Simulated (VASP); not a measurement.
Set up this calculation in VASP 6.6.1, as the native input.

| Quantity | Value |
| --- | --- |
| Task | single point |
| Functional | LDA |
| Potentials or basis | VASP PAW LDA potentials, release 64 (Si, O) |
| Cutoff | 520 eV |
| k mesh | 6 × 6 × 6 |
| Occupations | gaussian, width 0.02 eV |
| Spin | no spin polarisation |
| Dipole correction | no |
| Further INCAR settings | ALGO = Normal; EDIFF = 1e-07; NBANDS = 44 |

The structure of SiO2 lies in POSCAR:

```
SiO2
1.0
   -2.6326387163      3.4336907808      4.2445843915
    2.6326387163     -3.4336907808      4.2445843915
    2.6326387163      3.4336907808     -4.2445843915
Si O
4 8
Direct
    0.8434743841      0.8162369851      0.0272373989
    0.7110004138      0.1837630149      0.5272373989
    0.1565256159      0.1837630149      0.9727626011
    0.2889995862      0.8162369851      0.4727626011
    0.0138177876      0.7638177876      0.2500000000
    0.9861822124      0.2361822124      0.7500000000
    0.6773488237      0.5000000000      0.6773488237
    0.3226511763      0.0000000000      0.8226511763
    0.3226511763      0.5000000000      0.3226511763
    0.6773488237      0.0000000000      0.1773488237
    0.0000000000      0.0000000000      0.0000000000
    0.5000000000      0.0000000000      0.5000000000
```

These files were run (other wordings do the same):

INCAR

```
PREC = Accurate ; ENCUT = 520
EDIFF = 1E-7 ; ISMEAR = 0
SIGMA = 0.02 ; LREAL = False
LASPH = True ; NELM = 80
ALGO = Normal ; ISIF = 2
LWAVE = False ; LCHARG = False
NBANDS = 44
```

KPOINTS

```
Automatic mesh
0
Gamma
  6 6 6
```

Potentials or basis: VASP PAW LDA potentials, release 64 (Si, O).

The run is started by

```sh
$ cat potpaw_LDA.64/Si/POTCAR potpaw_LDA.64/O/POTCAR > POTCAR
$ mpirun -np 1 vasp_std > vasp.out
```

It gave:

The pressure is 12.8 GPa and the largest force is 0.058 eV/Å. The band gap on the k mesh is 5.40 eV (least direct gap 5.45 eV).

Caveat: the cell stands under pressure.

Wall time 9.7 min on 1 thread of Intel Xeon 8259CL, with other jobs on the host, peak memory 0.38 GiB.
